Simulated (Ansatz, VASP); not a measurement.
Two plane-wave programs on AlGa3N2

```
Al Ga N
1.0
     3.21040    0.01215    0.00255
    -0.02701    4.45998   -0.03163
    -0.00001   -0.52229    5.97049
Al Ga N
1 3 2
Direct
  0.08586 0.31716 0.79754
  0.58229 0.82778 0.03176
  0.08245 0.36749 0.33644
  0.58333 0.89441 0.58546
  0.08291 0.09585 0.05874
  0.58317 0.62231 0.31506
```

Change from the starting cell: species swapped into the Ag3AuS2 type (P1, No. 1).

Alike in both runs: functional PBE; k mesh 6 × 4 × 4; occupations gaussian, width 0.1 eV; no spin polarisation.

Ansatz relaxed the structure, and its values are those at the end. VASP's run is a single point on that final structure, the one shown.

```csv
,VASP,Ansatz
version,VASP 6.6.1,Ansatz 0.2.0
potentials or method,"VASP PAW PBE potentials, release 64 (Al, Ga_d, N), cutoff 520 eV","scalar-relativistic, plane waves, PAW"
valence electrons in the cell,52,52
```

|  | VASP | Ansatz | Ansatz less VASP |
| --- | --- | --- | --- |
| gap on the k mesh at the Fermi level (eV) | none | none | - |
| pressure (GPa) | 0.1 | 0.1 | -0.04 |
| rms of the force components (eV/Å) | 0.017 | 0.015 | -0.0014 |

A gap of «none» marks a metal or a gap that the smearing closes.
